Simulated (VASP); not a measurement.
# MnS (Fm-3m) in VASP: settings compared

The runs below take MnS through relaxation of cell and atoms, single point, with BLYP, HSE06, PBEsol.

Program: VASP 6.6.1. These are calculated values, not measurements. Logs are shortened: lines on timing, memory, paths and dates and some standing lists are left out, and cuts for length are marked.

### Step 1. The cell of the first run

It takes space group Fm-3m (No. 225, cubic). The conventional cell has a = 5.209 Å, b = 5.209 Å, c = 5.209 Å, α = 90.00°, β = 90.00°, γ = 90.00°. Within 3.4 Å of Mn (site symmetry m-3m) lie 6 S at 2.60 Å. S (site symmetry m-3m) has 6 Mn at 2.60 Å within 3.4 Å.

### Step 2. Relaxation of cell and atoms, BLYP, collinear spin, ferromagnetic start

The input, INCAR:

```
SYSTEM = MnS
PREC     = Accurate       ! precision mode
ENCUT    = 600            ! plane-wave cutoff, eV
EDIFF    = 1E-6           ! SCF threshold, eV
ISMEAR   = -1             ! smearing method
SIGMA    = 0.05           ! smearing width, eV
LREAL    = .FALSE.        ! projectors in reciprocal space
LASPH    = .TRUE.         ! aspherical terms in the spheres
NELM     = 150            ! most SCF steps
ALGO     = Normal         ! electronic algorithm
ISIF     = 3              ! what is computed and relaxed
LWAVE    = .FALSE.        ! write WAVECAR
LCHARG   = .FALSE.        ! write CHGCAR
ISPIN    = 2              ! spin polarisation
MAGMOM   = 4 0            ! initial moments
LORBIT   = 11             ! projections on sites
LMAXMIX  = 4              ! l up to which the mixer works
GGA      = B5             ! functional
ALDAX    = 1.0          
AGGAX    = 1.0          
AGGAC    = 1.0          
ALDAC    = 0.0          
IBRION   = 2              ! ionic algorithm
NSW      = 60             ! ionic steps
EDIFFG   = -0.01          ! ionic threshold
```

The input, KPOINTS:

```
regular mesh
0
G
  9 9 9
  0 0 0
```

The input, POSCAR:

```
MnS
1.0
    0.0000000000      2.6045000000      2.6045000000
    2.6045000000      0.0000000000      2.6045000000
    2.6045000000      2.6045000000      0.0000000000
Mn S
1 1
Direct
    0.0000000000      0.0000000000      0.0000000000
    0.5000000000      0.5000000000      0.5000000000
```

Potentials or basis: VASP PAW PBE potentials, release 64 (Mn_pv, S).

On the command line:

```bash
cat potpaw_PBE.64/Mn_pv/POTCAR potpaw_PBE.64/S/POTCAR > POTCAR
mpirun -np 1 vasp_std > vasp.out
```

OUTCAR:

```text
SYSTEM = MnS
   PREC = Accurate
   ENCUT = 600
   EDIFF = 1E-6
   ISMEAR = -1
   LREAL = .FALSE.
   LASPH = .TRUE.
   NELM = 150
   ISIF = 3
   ISPIN = 2
   LORBIT = 11
   GGA = B5
   IBRION = 2
   NSW = 60
   EDIFFG = -0.01

 ion  position               nearest neighbor table
   1  0.000  0.000  0.000-   2 2.60   2 2.60   2 2.60   2 2.60   2 2.60   2 2.60
   2  0.500  0.500  0.500-   1 2.60   1 2.60   1 2.60   1 2.60   1 2.60   1 2.60

  LATTYP: Found a face centered cubic cell.
 ALAT       =     5.2090000000

  Lattice vectors:

 A1 = (   0.0000000000,   2.6045000000,   2.6045000000)
 A2 = (   2.6045000000,   0.0000000000,   2.6045000000)
 A3 = (   2.6045000000,   2.6045000000,   0.0000000000)

Analysis of symmetry for initial positions (statically):
=====================================================================
 Subroutine PRICEL returns:
 Original cell was already a primitive cell.

 Routine SETGRP: Setting up the symmetry group for a
 face centered cubic supercell.

 Subroutine GETGRP returns: Found 48 space group operations
 (whereof 48 operations were pure point group operations)
 out of a pool of 48 trial point group operations.

The static configuration has the point symmetry O_h .

Analysis of symmetry for dynamics (positions and initial velocities):
=====================================================================
 Subroutine PRICEL returns:
 Original cell was already a primitive cell.

 Routine SETGRP: Setting up the symmetry group for a
 face centered cubic supercell.

 Subroutine GETGRP returns: Found 48 space group operations
 (whereof 48 operations were pure point group operations)
 out of a pool of 48 trial point group operations.

The dynamic configuration has the point symmetry O_h .

Analysis of structural, dynamic, and magnetic symmetry:
=====================================================================
 Subroutine PRICEL returns:
 Original cell was already a primitive cell.

 Routine SETGRP: Setting up the symmetry group for a
 face centered cubic supercell.

 Subroutine GETGRP returns: Found 48 space group operations
 (whereof 48 operations were pure point group operations)
 out of a pool of 48 trial point group operations.

The overall configuration has the point symmetry O_h .

 Subroutine INISYM returns: Found 48 space group operations
 (whereof 48 operations are pure point group operations),
 and found     1 'primitive' translations

----------------------------------------------------------------------------------------

                                     Primitive cell

  volume of cell :      35.3348

  direct lattice vectors                    reciprocal lattice vectors
     0.000000000  2.604500000  2.604500000    -0.191975427  0.191975427  0.191975427
     2.604500000  0.000000000  2.604500000     0.191975427 -0.191975427  0.191975427
     2.604500000  2.604500000  0.000000000     0.191975427  0.191975427 -0.191975427

  length of vectors
     3.683319223  3.683319223  3.683319223     0.332511194  0.332511194  0.332511194

  position of ions in fractional coordinates (direct lattice)
     0.000000000  0.000000000  0.000000000
     0.500000000  0.500000000  0.500000000

  ion indices of the primitive-cell ions
   primitive index   ion index
                 1           1
                 2           2

----------------------------------------------------------------------------------------

 KPOINTS: regular mesh

Automatic generation of k-mesh.
 Grid dimensions read from file:
 generate k-points for:    9    9    9

 Generating k-lattice:

  Cartesian coordinates                     Fractional coordinates (reciprocal lattice)
    -0.021330603  0.021330603  0.021330603     0.111111111  0.000000000  0.000000000
     0.021330603 -0.021330603  0.021330603     0.000000000  0.111111111  0.000000000
     0.021330603  0.021330603 -0.021330603     0.000000000  0.000000000  0.111111111

  Length of vectors
     0.036945688  0.036945688  0.036945688

  Shift w.r.t. Gamma in fractional coordinates (k-lattice)
     0.000000000  0.000000000  0.000000000

 Subroutine IBZKPT returns following result:
 ===========================================

 Found     35 irreducible k-points:

 Following reciprocal coordinates:
            Coordinates               Weight
  0.000000  0.000000  0.000000      1.000000
  0.111111  0.000000  0.000000      8.000000
  0.222222  0.000000  0.000000      8.000000
  0.333333  0.000000  0.000000      8.000000
  0.444444  0.000000  0.000000      8.000000
  0.111111  0.111111  0.000000      6.000000
[... 16 lines left out ...]
 -0.333333  0.333333  0.000000     12.000000
  0.444444  0.444444  0.000000      6.000000
 [... further k-points ...]
   k-points           NKPTS =     35   k-points in BZ     NKDIM =     35   number of bands    NBANDS=     15
   number of dos      NEDOS =    301   number of ions     NIONS =      2
   total plane-waves  NPLWV =  27000
   dimension x,y,z NGX =    30 NGY =   30 NGZ =   30
   dimension x,y,z NGXF=    60 NGYF=   60 NGZF=   60
   ions per type =               1   1
   NGX,Y,Z   is equivalent  to a cutoff of  13.54, 13.54, 13.54 a.u.
   NGXF,Y,Z  is equivalent  to a cutoff of  27.08, 27.08, 27.08 a.u.
 SYSTEM =  MnS
   PREC   = accura    normal or accurate (medium, high low for compatibility)
   ISTART =      0    job   : 0-new  1-cont  2-samecut
   ICHARG =      2    charge: 1-file 2-atom 10-const
   ISPIN  =      2    spin polarized calculation?
   LNONCOLLINEAR =      F non collinear calculations
   LSORBIT =      F    spin-orbit coupling
   LASPH  =      T    aspherical Exc in radial PAW
   ENCUT  =  600.0 eV  44.10 Ry    6.64 a.u.   7.36  7.36  7.36*2*pi/ulx,y,z
   NELM   =    150;   NELMIN=  2; NELMDL= -5     # of ELM steps
   EDIFF  = 0.1E-05   stopping-criterion for ELM
   LREAL  =      F    real-space projection
   EDIFFG = -.1E-01   stopping-criterion for IOM
   NSW    =     60    number of steps for IOM
   IBRION =      2    ionic relax: 0-MD 1-quasi-New 2-CG
   NFREE  =      1    steps in history (QN), initial steepest desc. (CG)
   ISIF   =      3    stress and relaxation
   ISYM   =      2    0-nonsym 1-usesym 2-fastsym
   POTIM  = 0.5000    time-step for ionic-motion
   TEBEG  =    0.0;   TEEND  =   0.0 temperature during run
   PSTRESS=    0.0 pullay stress
   NELECT =      19.0000    total number of electrons
   NUPDOWN=      -1.0000    fix difference up-down
   EMIN   =  10.00;   EMAX   =-10.00  energy-range for DOS
   EFERMI =   0.00;   METHOD = LEGACY
   ISMEAR =    -1;   SIGMA  =   0.05  broadening in eV -4-tet -1-fermi 0-gaus
   EFERMI_NEDOS =   21; number of points for ismear=-14 and -15
   IALGO  =     38    algorithm
   IMIX   =      4    mixing-type and parameters
     AMIX     =   0.40;   BMIX     =  1.00
     AMIX_MAG =   1.60;   BMIX_MAG =  1.00
  volume/ion in A,a.u.               =      17.67       119.23
  Fermi-wavevector in a.u.,A,eV,Ry     =   1.331246  2.515690 24.112464  1.772216
  Thomas-Fermi vector in A             =   2.460272
   LORBIT       =     11    0 simple, 1 ext, 2 COOP (PROOUT), +10 PAW based schemes
   GGA     = B5    functional components
   LHFCALC =     F    Hartree Fock is set to
   AEXX    =    0.0000 exact exchange contribution
   IVDW    =     0    specifies the selected vdW correction
   LEPSILON=     F    determine dielectric tensor
   LRPA    =     F    only Hartree local field effects (RPA)
 conjugate gradient relaxation of ions
 spin polarized calculation
  energy-cutoff  :      600.00
  volume of cell :       35.33
 maximum number of plane-waves:      1243
 NGX is ok and might be reduce to    30
   NGX = 15   NGY = 15   NGZ = 15

--------------------------------------- Ionic step        1  -------------------------------------------

 number of electron      19.0000008 magnetization       4.6411586

 Free energy of the ion-electron system (eV)
  ---------------------------------------------------
  ext. energy  EPLUGINS =         0.00000000
  ---------------------------------------------------
  free energy    TOTEN  =       -12.54165366 eV

  energy without entropy =      -12.53295370  energy(sigma->0) =      -12.53730368

 E-fermi :   6.9881     XC(G=0): -10.0497

 val. band max:        6.9567939051   @ k =   0.3333   0.0000   0.0000
 cond. band min:       7.0158754602   @ k =  -0.2222   0.1111   0.0000
 fundamental gap:      0.0590815551
 Fermi energy:         6.9880541847

 spin component 1

 k-point     1 :       0.0000    0.0000    0.0000
  band No.  band energies     occupation
      1     -43.4129      1.00000
      2     -43.4129      1.00000
      3     -43.4129      1.00000
      4      -7.4859      1.00000
      5       3.7759      1.00000
      6       3.7759      1.00000
      7       3.7759      1.00000
      8       3.8638      1.00000
      9       3.8638      1.00000
     10       5.1375      1.00000
     11       5.1375      1.00000
     12       5.1375      1.00000
     13       8.9846      0.00000
     14      15.8773      0.00000
     15      15.8773      0.00000
[... 919 lines left out ...]
  energy  without entropy=      -12.5375200817  energy(sigma->0) =      -12.54135098

--------------------------------------- Ionic step        3  -------------------------------------------

 number of electron      18.9999994 magnetization       4.6982328

 Free energy of the ion-electron system (eV)
  ---------------------------------------------------
  ext. energy  EPLUGINS =         0.00000000
  ---------------------------------------------------
  free energy    TOTEN  =       -12.54522875 eV

  energy without entropy =      -12.53763309  energy(sigma->0) =      -12.54143092

 E-fermi :   6.7164     XC(G=0):  -9.9391

 val. band max:        6.7006532284   @ k =  -0.2222   0.1111   0.0000
 cond. band min:       6.7377028853   @ k =   0.4444   0.3333   0.1111
 fundamental gap:      0.0370496569
 Fermi energy:         6.7164094853

 spin component 1

 k-point     1 :       0.0000    0.0000    0.0000
  band No.  band energies     occupation
      1     -43.7019      1.00000
      2     -43.7019      1.00000
      3     -43.7019      1.00000
      4      -7.5868      1.00000
      5       3.5205      1.00000
      6       3.5205      1.00000
      7       3.5205      1.00000
      8       3.6059      1.00000
      9       3.6059      1.00000
     10       4.9140      1.00000
     11       4.9140      1.00000
     12       4.9140      1.00000
     13       8.5622      0.00000
     14      15.5764      0.00000
     15      15.5764      0.00000
[... 879 lines left out ...]
  FREE ENERGIE OF THE ION-ELECTRON SYSTEM (eV)
  ---------------------------------------------------
  free  energy   TOTEN  =       -12.5452287469 eV

  energy  without entropy=      -12.5376330873  energy(sigma->0) =      -12.54143092

 reached required accuracy - stopping structural energy minimisation

 total charge

# of ion       s       p       d       tot
------------------------------------------
    1        0.213   6.155   4.964  11.331
    2        1.339   2.421   0.000   3.760
--------------------------------------------------
tot          1.551   8.576   4.964  15.091

 magnetization (x)

# of ion       s       p       d       tot
------------------------------------------
    1        0.044   0.030   4.158   4.232
    2        0.028   0.106   0.000   0.134
--------------------------------------------------
tot          0.072   0.136   4.158   4.366
```

Run time: 2.3 min. Hardware: 1 thread of Intel Xeon 8259CL, shared host; peak memory 0.21 GiB.

Results:

```
Free energy                                           : -12.5452 eV
Relaxed volume                                        : 18.08 Å³/atom
Relaxed cell                                          : a = 3.712 Å, b = 3.712 Å, c = 3.712 Å, α = 60.00°, β = 60.00°, γ = 60.00°
Space group after relaxing (to 0.1 Å)                 : Fm-3m (No. 225)
Energy gained by relaxing                             : 1.8 meV/atom
Ionic steps                                           : 3
Pressure after relaxing                               : 0.1 GPa
Net moment                                            : 4.70 μB per cell
Site moments                                          : Mn +4.23; S +0.13 μB
Valence electrons inside the program's atomic spheres : Mn 11.33; S 3.76
```

Step by step:
```
step  energy change (eV)  largest force (eV/Å)  pressure (GPa)  volume (Å³)
   1              0.0000                0.0000            1.34        35.33
   2             -0.0035                0.0000            0.12        36.09
   3             -0.0036                0.0000            0.09        36.16
```

Final structure:
```
CELL_PARAMETERS angstrom
0.00000 2.62459 2.62459
2.62459 0.00000 2.62459
2.62459 2.62459 0.00000
ATOMIC_POSITIONS crystal
Mn 0.00000 0.00000 0.00000
S 0.50000 0.50000 0.50000
```

Levels at points of the mesh, in eV from the Fermi level:
Spin up:
| k point | band 8 | band 9 | band 10 | band 11 | band 12 | band 13 | band 14 | band 15 |
| --- | --- | --- | --- | --- | --- | --- | --- | --- |
| (0.00, 0.00, 0.00) | -3.11 | -3.11 | -1.80 | -1.80 | -1.80 | 1.85 | 8.86 | 8.86 |
Spin down:
| k point | band 3 | band 4 | band 5 | band 6 | band 7 | band 8 | band 9 | band 10 | band 11 | band 12 |
| --- | --- | --- | --- | --- | --- | --- | --- | --- | --- | --- |
| (0.00, 0.00, 0.00) | -46.05 | -14.05 | -1.60 | -1.60 | -1.60 | 0.23 | 0.23 | 0.23 | 0.26 | 0.26 |

Caveat: the PAW data sets were made with another functional, which shifts forces and pressure a little; a cell with one magnetic atom can't hold antiferromagnetic order, which such compounds often take; semilocal functionals often make such compounds metallic where correlation or magnetic order opens a gap, which also shifts bond lengths. Zero-point motion and thermal expansion aren't in these numbers.

### Step 3. Single point, HSE06, collinear spin, ferromagnetic start

POSCAR is that of step 2.

The input, INCAR.step1:

```
SYSTEM = MnS
PREC = Accurate
ENCUT = 520
EDIFF = 1E-5
ISMEAR = -1
SIGMA = 0.05
LREAL = .FALSE.
LASPH = .TRUE.
NELM = 150
ALGO = Normal
ISIF = 2
LWAVE = .TRUE.
ISPIN = 2
MAGMOM = 4 0
LORBIT = 11
LMAXMIX = 4
NBANDS = 20
GGA = PE
```

The input, INCAR.step2:

```
SYSTEM = MnS
PREC = Accurate
ENCUT = 520
EDIFF = 1E-6
ISMEAR = -1
SIGMA = 0.05
LREAL = .FALSE.
LASPH = .TRUE.
NELM = 150
ALGO = Normal
ISIF = 2
LWAVE = .FALSE.
LCHARG = .TRUE.
ISPIN = 2
MAGMOM = 4 0
LORBIT = 11
LMAXMIX = 4
GGA = PE
LHFCALC = .TRUE.
HFSCREEN = 0.2079
PRECFOCK = Normal
LELF = .TRUE.
LVHAR = .TRUE.
NBANDS = 20
ISTART = 1
```

The input, KPOINTS:

```
regular mesh
0
G
  5 5 5
  0 0 0
```

Potentials or basis: VASP PAW PBE potentials, release 64 (Mn_pv, S).

On the command line:

```bash
cat potpaw_PBE.64/Mn_pv/POTCAR potpaw_PBE.64/S/POTCAR > POTCAR
cp INCAR.step1 INCAR
mpirun -np 1 vasp_std > vasp.out
cp INCAR.step2 INCAR
mpirun -np 1 vasp_std > vasp.out
```

Wall time 27 min (1 thread of AMD EPYC 9R45 (Zen 5), shared host); peak memory 0.26 GiB.

Results (log left out):

| Item | Value |
| --- | --- |
| Free energy | -20.4419 eV |
| Pressure | 1.9 GPa |
| Band gap on the k mesh | 1.18 eV (least direct gap 3.39 eV) |
| Net moment | 5.00 μB per cell |
| Site moments | Mn +4.56; S +0.11 μB |
| Valence electrons inside the program's atomic spheres | Mn 11.26; S 3.80 |

Levels at points of the mesh, in eV from the valence-band top:
Spin up:
```tsv
k point	band 8	band 9	band 10	band 11	band 12	band 13	band 14	band 15	band 16	band 17
(0.00, 0.00, 0.00)	-4.89	-4.89	-1.65	-1.65	-1.65	2.98	9.83	9.83	9.83	11.84
```
Spin down:
```csv
k point,band 4,band 5,band 6,band 7,band 8,band 9,band 10,band 11
"(0.00, 0.00, 0.00)",-15.26,-1.28,-1.28,-1.28,2.70,2.70,2.70,2.74
```

Caveat: the PAW data sets were made with another functional, which shifts forces and pressure a little; an odd mesh through Γ misses points on the zone boundary, where band edges can lie; a cell with one magnetic atom can't hold antiferromagnetic order, which such compounds often take.

(Continued in part 2 of 2.)
